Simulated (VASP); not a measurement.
# Zn (Im-3m) in VASP: a series of runs, part 2 of 2

VASP 6.6.1.

### 3 Single point, r2SCAN

POSCAR reads:

```
Zn
1.0
   -1.5262270380      1.5262270380      1.5262270380
    1.5262270380     -1.5262270380      1.5262270380
    1.5262270380      1.5262270380     -1.5262270380
Zn
1
Direct
    0.0000000000      0.0000000000      0.0000000000
```

INCAR.step1 reads:

```
PREC     = Accurate       # precision mode
ENCUT    = 520            # plane-wave cutoff, eV
ISMEAR   = 0              # smearing method
SIGMA    = 0.1            # smearing width, eV
LREAL    = F              # projectors in reciprocal space
LASPH    = T              # aspherical terms in the spheres
NELM     = 60             # most SCF steps
NBANDS   = 12             # bands
GGA      = PE             # functional
ALGO     = Normal         # electronic algorithm
EDIFF    = 1E-4           # SCF threshold, eV
LWAVE    = T              # write WAVECAR
LCHARG   = F              # write CHGCAR
```

INCAR.step2 reads:

```
PREC     = Accurate       # precision mode
ENCUT    = 520            # plane-wave cutoff, eV
EDIFF    = 1E-6           # SCF threshold, eV
ISMEAR   = 0              # smearing method
SIGMA    = 0.1            # smearing width, eV
LREAL    = F              # projectors in reciprocal space
LASPH    = T              # aspherical terms in the spheres
NELM     = 60             # most SCF steps
ALGO     = Normal         # electronic algorithm
ISIF     = 2              # what is computed and relaxed
LWAVE    = F              # write WAVECAR
LCHARG   = T              # write CHGCAR
METAGGA  = R2SCAN         # meta-GGA
LMIXTAU  = T            
LELF     = T              # ELF
LVHAR    = T            
NBANDS   = 12             # bands
ISTART   = 1
```

KPOINTS reads:

```
Automatic mesh
0
Gamma
  8 8 8
```

Potentials or basis: VASP PAW PBE potentials, release 64 (Zn).

Launch:

```bash
$ cat potpaw_PBE.64/Zn/POTCAR > POTCAR
$ cp INCAR.step1 INCAR
$ mpirun -np 1 vasp_std > vasp.out
$ cp INCAR.step2 INCAR
$ mpirun -np 1 vasp_std > vasp.out
```

It took 26 s on 1 thread of Intel Xeon Platinum 8375C at 2.90GHz (Ice Lake), shared host; peak memory 0.12 GiB.

The run converged. Its results:

| Quantity | Value |
| --- | --- |
| Free energy | -8.7998 eV |
| Pressure | 0.5 GPa |
| Band gap on the k mesh | zero (bands 6 and 7 overlap by 5.40 eV) |

Levels at points of the mesh, in eV from the Fermi level:
| k point | band 4 | band 5 | band 6 | band 7 | band 8 | band 9 |
| --- | --- | --- | --- | --- | --- | --- |
| (0.00, 0.00, 0.00) | -8.26 | -7.68 | -7.68 | 21.72 | 21.72 | 21.72 |
| (0.50, 0.00, 0.00) | -7.64 | -7.28 | -3.12 | -0.69 | 12.84 | 14.06 |
| (0.50, 0.50, 0.50) | -7.38 | -7.38 | 4.71 | 4.71 | 4.71 | 9.10 |

Caveat: the k points lie up to 0.36 Å⁻¹ apart, too coarse for converged energies and pressures of a metal; the PAW data sets were made with another functional, which shifts forces and pressure a little.

### 4 Single point, r2SCAN

This run uses another cell than the first one, of 15.45 Å³/atom.

POSCAR reads:

```
Zn
1.0
   -1.5690370000      1.5690370000      1.5690370000
    1.5690370000     -1.5690370000      1.5690370000
    1.5690370000      1.5690370000     -1.5690370000
Zn
1
Direct
    0.0000000000      0.0000000000      0.0000000000
```

INCAR.step1 reads:

```
SYSTEM = Zn
ALGO     = Normal         ! electronic algorithm
EDIFF    = 1E-4           ! SCF threshold, eV
ENCUT    = 520            ! plane-wave cutoff, eV
GGA      = PE             ! functional
ISMEAR   = 0              ! smearing method
LASPH    = .True.         ! aspherical terms in the spheres
LCHARG   = .False.        ! write CHGCAR
LREAL    = .False.        ! projectors in reciprocal space
LWAVE    = .True.         ! write WAVECAR
NBANDS   = 12             ! bands
NELM     = 60             ! most SCF steps
PREC     = Accurate       ! precision mode
SIGMA    = 0.1            ! smearing width, eV
```

INCAR.step2 reads:

```
SYSTEM = Zn
ALGO     = Normal         ! electronic algorithm
EDIFF    = 1E-7           ! SCF threshold, eV
ENCUT    = 520            ! plane-wave cutoff, eV
ISIF     = 2              ! what is computed and relaxed
ISMEAR   = 0              ! smearing method
ISTART   = 1            
LASPH    = .True.         ! aspherical terms in the spheres
LCHARG   = .False.        ! write CHGCAR
LMIXTAU  = .True.       
LREAL    = .False.        ! projectors in reciprocal space
LWAVE    = .False.        ! write WAVECAR
METAGGA  = R2SCAN         ! meta-GGA
NBANDS   = 12             ! bands
NELM     = 60             ! most SCF steps
PREC     = Accurate       ! precision mode
SIGMA    = 0.1            ! smearing width, eV
```

KPOINTS reads:

```
k-points
0
Gamma
  8 8 8
  0 0 0
```

Launch:

```bash
$ cat potpaw_PBE.64/Zn/POTCAR > POTCAR
$ cp INCAR.step1 INCAR
$ mpirun -np 1 vasp_std > vasp.out
$ cp INCAR.step2 INCAR
$ mpirun -np 1 vasp_std > vasp.out
```

It took 43 s on 1 thread of Intel Xeon Platinum 8375C at 2.90GHz (Ice Lake), shared host; peak memory 0.12 GiB.

Results (log left out):

```
Free energy            : -8.7768 eV
Pressure               : -5.4 GPa
Band gap on the k mesh : zero (bands 6 and 7 overlap by 5.40 eV)
```

Levels at points of the mesh, in eV from the Fermi level:
```tsv
k point	band 4	band 5	band 6	band 7	band 8	band 9
(0.00, 0.00, 0.00)	-7.91	-7.41	-7.41	20.33	20.33	20.33
(0.50, 0.00, 0.00)	-7.38	-7.07	-2.66	-0.75	12.19	13.57
(0.50, 0.50, 0.50)	-7.15	-7.15	4.64	4.64	4.64	8.37
```

Caveat: the cell stands under tension; the PAW data sets were made with another functional, which shifts forces and pressure a little.

### 5 Relaxation of cell and atoms, r2SCAN

This run uses another cell than the first one, of 15.45 Å³/atom.

POSCAR is that of step 4.

INCAR.step1 reads:

```
  PREC = Accurate
  ENCUT = 600
  ISMEAR = 0
  SIGMA = 0.1
  LREAL = False
  LASPH = True
  NELM = 80
  GGA = PE
  ALGO = Normal
  EDIFF = 1E-4
  LWAVE = True
  LCHARG = False
```

INCAR.step2 reads:

```
  PREC = Accurate
  ENCUT = 600
  EDIFF = 1E-6
  ISMEAR = 0
  SIGMA = 0.1
  LREAL = False
  LASPH = True
  NELM = 80
  ALGO = Normal
  ISIF = 3
  LWAVE = False
  LCHARG = False
  METAGGA = R2SCAN
  LMIXTAU = True
  IBRION = 2
  NSW = 90
  EDIFFG = -0.04
  ISTART = 1
```

KPOINTS reads:

```
regular mesh
0
Gamma
  8 8 8
```

Launch:

```bash
$ cat potpaw_PBE.64/Zn/POTCAR > POTCAR
$ cp INCAR.step1 INCAR
$ mpirun -np 1 vasp_std > vasp.out
$ cp INCAR.step2 INCAR
$ mpirun -np 1 vasp_std > vasp.out
```

Run time: 55 s. Hardware: 1 thread of Intel Xeon Platinum 8375C at 2.90GHz (Ice Lake), shared host; peak memory 0.15 GiB.

Results (log left out):

```
Free energy                           : -8.8021 eV
Relaxed volume                        : 14.27 Å³/atom
Relaxed cell                          : a = 2.647 Å, b = 2.647 Å, c = 2.647 Å, α = 109.47°, β = 109.47°, γ = 109.47°
Space group after relaxing (to 0.1 Å) : Im-3m (No. 229)
Energy gained by relaxing             : 24.9 meV/atom
Ionic steps                           : 2
Pressure after relaxing               : -0.2 GPa
Band gap on the k mesh                : zero (bands 6 and 7 overlap by 5.40 eV)
```

The path:
| step | energy change (eV) | largest force (eV/Å) | pressure (GPa) | volume (Å³) |
| --- | --- | --- | --- | --- |
| 1 | 0.0000 | 0.0000 | -5.61 | 15.45 |
| 2 | -0.0249 | 0.0000 | -0.17 | 14.27 |

Final structure:
```
Zn
1.0
    -1.52809    1.52809    1.52809
     1.52809   -1.52809    1.52809
     1.52809    1.52809   -1.52809
Zn
1
Direct
  0.00000 0.00000 0.00000
```

Levels at points of the mesh, in eV from the Fermi level:
```csv
k point,band 3,band 4,band 5,band 6,band 7,band 8,band 9,band 10
"(0.00, 0.00, 0.00)",-8.24,-8.24,-7.66,-7.66,21.66,21.66,21.66,22.52
"(0.50, 0.00, 0.00)",-7.69,-7.62,-7.27,-3.09,-0.69,12.81,14.04,16.56
"(0.50, 0.50, 0.50)",-7.36,-7.36,-7.36,4.71,4.71,4.71,9.09,9.30
```

Caveat: the PAW data sets were made with another functional, which shifts forces and pressure a little.

### 6 Single point, r2SCAN

This run uses another cell than the first one, of 14.42 Å³/atom.

POSCAR reads:

```
Zn
1.0
   -1.5334293627      1.5334293627      1.5334293627
    1.5334293627     -1.5334293627      1.5334293627
    1.5334293627      1.5334293627     -1.5334293627
Zn
1
Direct
    0.0000000000      0.0000000000      0.0000000000
```

INCAR.step1 reads:

```
PREC = Accurate ; ENCUT = 520
ISMEAR = 0 ; SIGMA = 0.1
LREAL = False ; LASPH = True
NELM = 80 ; NBANDS = 12
GGA = PE ; ALGO = Normal
EDIFF = 1E-4 ; LWAVE = True
LCHARG = False
```

INCAR.step2 reads:

```
PREC = Accurate ; ENCUT = 520
EDIFF = 1E-6 ; ISMEAR = 0
SIGMA = 0.1 ; LREAL = False
LASPH = True ; NELM = 80
ALGO = Normal ; ISIF = 2
LWAVE = False ; LCHARG = True
METAGGA = R2SCAN ; LMIXTAU = True
LELF = True ; LVHAR = True
NBANDS = 12 ; ISTART = 1
```

KPOINTS reads:

```
regular mesh
0
Gamma
  26 26 26
```

Potentials or basis: VASP PAW PBE potentials, release 64 (Zn).

Launch:

```bash
$ cat potpaw_PBE.64/Zn/POTCAR > POTCAR
$ cp INCAR.step1 INCAR
$ mpirun -np 1 vasp_std > vasp.out
$ cp INCAR.step2 INCAR
$ mpirun -np 1 vasp_std > vasp.out
```

It took 5.4 min on 1 thread of Intel Xeon Platinum 8375C at 2.90GHz (Ice Lake), shared host; peak memory 0.19 GiB.

Results (log left out):

- Free energy: -8.8011 eV
- Pressure: 0.5 GPa
- Band gap on the k mesh: zero (bands 6 and 7 overlap by 5.39 eV)

Levels at points of the mesh, in eV from the Fermi level:
```
           k point  band 2  band 3  band 4  band 5  band 6  band 7  band 8  band 9  band 10  band 11
(0.00, 0.00, 0.00)   -8.40   -8.40   -8.40   -7.84   -7.84   21.24   21.24   21.24    22.20    22.20
(0.50, 0.00, 0.00)   -8.76   -7.87   -7.80   -7.45   -3.26   -0.93   12.49   13.74    16.25    18.22
(0.50, 0.50, 0.50)   -9.08   -7.54   -7.54   -7.54    4.47    4.47    4.47    8.84     8.84     8.93
```

Caveat: the PAW data sets were made with another functional, which shifts forces and pressure a little.

### 7 Overview

```csv
task,cell,k mesh,cutoff (eV),gap on the mesh (eV),pressure (GPa),relaxed volume (Å³/atom)
relaxation of cell and atoms,"relaxed from a = 2.644 Å, angles 109.5°, 1 atom",26 × 26 × 26,600,none,0.0,14.48
single point,"a = 2.644 Å, angles 109.5°, 1 atom",8 × 8 × 8,520,none,0.5,-
single point,"a = 2.718 Å, angles 109.5°, 1 atom",8 × 8 × 8,520,none,-5.4,-
relaxation of cell and atoms,"relaxed from a = 2.718 Å, angles 109.5°, 1 atom",8 × 8 × 8,600,none,-0.2,14.27
single point,"a = 2.656 Å, angles 109.5°, 1 atom",26 × 26 × 26,520,none,0.5,-
```

Alike in all rows: level r2SCAN; potentials or basis VASP PAW PBE potentials, release 64 (Zn); no spin polarisation; smearing gaussian 0.1 eV.

Caveats: some runs use coarse meshes; the PAW data sets were made with another functional, which shifts forces and pressure a little; the cell stands under tension (at least some runs).

Total energies depend on the potentials used, so only differences within one code and one set of settings carry meaning.
